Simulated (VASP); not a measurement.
Set up this calculation in VASP 6.6.1, as the native input.

```yaml
Task: relaxation of cell and atoms
Functional: BLYP
Dispersion: D4
Potentials_or_basis: VASP PAW PBE potentials, release 64 (Ta_pv, N)
Cutoff: 600 eV
k_mesh: 10 × 10 × 10
Occupations: fermi-dirac, width 0.05 eV
Spin: no spin polarisation
Dipole_correction: no
Further_INCAR_settings: ALGO = Normal; EDIFF = 1e-07; IBRION = 2; EDIFFG = -0.01; NSW = 60; ISIF = 3
```

The structure of TaN lies in POSCAR:

```
TaN
1.0
    0.0000000000      2.2113230000      2.2113230000
    2.2113230000      0.0000000000      2.2113230000
    2.2113230000      2.2113230000      0.0000000000
Ta N
1 1
Direct
    0.5000000000      0.5000000000      0.5000000000
    0.0000000000      0.0000000000      0.0000000000
```

The input as run:

INCAR

```
SYSTEM = TaN
PREC     = Accurate       ! precision mode
ENCUT    = 600            ! plane-wave cutoff, eV
EDIFF    = 1E-7           ! SCF threshold, eV
ISMEAR   = -1             ! smearing method
SIGMA    = 0.05           ! smearing width, eV
LREAL    = .FALSE.        ! projectors in reciprocal space
LASPH    = .TRUE.         ! aspherical terms in the spheres
NELM     = 60             ! most SCF steps
ALGO     = Normal         ! electronic algorithm
ISIF     = 3              ! what is computed and relaxed
LWAVE    = .FALSE.        ! write WAVECAR
LCHARG   = .FALSE.        ! write CHGCAR
GGA      = B5             ! functional
ALDAX    = 1.0          
AGGAX    = 1.0          
AGGAC    = 1.0          
ALDAC    = 0.0          
IVDW     = 13             ! dispersion correction
VDW_S6   = 1.0          
VDW_S8   = 2.34076671   
VDW_A1   = 0.44488865   
VDW_A2   = 4.0933009    
IBRION   = 2              ! ionic algorithm
NSW      = 60             ! ionic steps
EDIFFG   = -0.01          ! ionic threshold
```

KPOINTS

```
regular mesh
0
G
  10 10 10
  0 0 0
```

Potentials or basis: VASP PAW PBE potentials, release 64 (Ta_pv, N).

Run with:

```bash
$ cat potpaw_PBE.64/Ta_pv/POTCAR potpaw_PBE.64/N/POTCAR > POTCAR
$ mpirun -np 1 vasp_std > vasp.out
```

Results of the run:

```yaml
Relaxed_volume: 10.88 Å³/atom
Relaxed_cell: a = 3.134 Å, b = 3.134 Å, c = 3.134 Å, α = 60.00°, β = 60.00°, γ = 60.00°
Space_group_after_relaxing_to_0.05_Å: Fm-3m (No. 225)
Energy_gained_by_relaxing: 0.4 meV/atom
Ionic_steps: 3
Pressure_after_relaxing: 0.0 GPa
Band_gap_on_the_k_mesh: zero (band 8 reaches 11.53 eV, above the bottom of band 9 at 7.76 eV)
Dispersion_energy_per_atom: -0.585 eV
```

Caveat: the PAW data sets were made with another functional, which shifts forces and pressure a little; spin-orbit coupling is left out, which moves the levels of the heavy elements; pairwise dispersion overbinds metals, which lowers pressure and volume.

Wall time 47 s on 1 thread of Intel(R) Xeon(R) Platinum 8488C (Sapphire Rapids), on a shared host, peak memory 0.17 GiB.
